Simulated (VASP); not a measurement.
Write the native input for VASP 6.6.1 that does the following.

- Task: single point
- Functional: PBEsol
- Potentials or basis: VASP PAW PBE potentials, release 64 (K_sv)
- Cutoff: 520 eV
- k mesh: 14 × 14 × 14
- Occupations: gaussian, width 0.15 eV
- Spin: no spin polarisation
- Dipole correction: no
- Further INCAR settings: ALGO = Normal; EDIFF = 1e-06; NBANDS = 10

The structure of K lies in POSCAR:

```
K
1.0
   -2.8798000000      2.8798000000      2.6180000000
    2.8798000000     -2.8798000000      2.6180000000
    2.8798000000      2.8798000000     -2.6180000000
K
1
Direct
    0.0000000000      0.0000000000      0.0000000000
```

This cell differs from its parent crystal: strain +0.1000 x Voigt [1, 1, 0, 0, 0, 0].

One way to write it, as run:

INCAR

```
SYSTEM = K
ALGO = Normal
EDIFF = 1E-6
ENCUT = 520
GGA = PS
ISIF = 2
ISMEAR = 0
LASPH = .True.
LCHARG = .False.
LREAL = .False.
LWAVE = .False.
NBANDS = 10
NELM = 100
PREC = Accurate
SIGMA = 0.15
```

KPOINTS

```
k-points
0
Gamma
  14 14 14
  0 0 0
```

Potentials or basis: VASP PAW PBE potentials, release 64 (K_sv).

Command:

```bash
$ cat potpaw_PBE.64/K_sv/POTCAR > POTCAR
$ mpirun -np 1 vasp_std > vasp.out
```

It gave:

The pressure is -0.5 GPa.

Caveat: the cell differs from its parent crystal (strain +0.1000 x Voigt [1, 1, 0, 0, 0, 0]); the PAW data sets were made with another functional, which shifts forces and pressure a little.

Run time: 95 s on 1 thread of Intel(R) Xeon(R) Platinum 8124M CPU @ 3.00GHz (Skylake/Cascade Lake) (shared host), peak memory 0.34 GiB.
